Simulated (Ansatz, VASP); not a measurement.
# MgS in VASP and in Ansatz

```
CELL_PARAMETERS angstrom
0.00000 2.60152 2.60152
2.60152 0.00000 2.60152
2.60152 2.60152 0.00000
ATOMIC_POSITIONS crystal
Mg 0.00000 0.00000 0.00000
S 0.50000 0.50000 0.50000
```

Alike in both runs: task single point; functional HSE06; k mesh 6 × 6 × 6; no spin polarisation.

```csv
,VASP,Ansatz
version,VASP 6.6.1,Ansatz 0.2.0
potentials or method,"VASP PAW PBE potentials, release 64 (Mg, S)","plane waves, PAW"
plane-wave cutoff (eV),520,420
occupations,"gaussian, width 0.01 eV",fixed
valence electrons in the cell,8,16
```

```tsv
	VASP	Ansatz	Ansatz less VASP
gap on the k mesh at the Fermi level (eV)	3.75	3.80	+0.053
pressure (GPa)	-0.7	-0.4	+0.32
```

VASP's potentials hold 8 valence electrons a cell and Ansatz's 16, so a difference there can come from the potentials and not from the codes. Ansatz's warnings: stress exchange threshold loose, stress scf threshold loose.
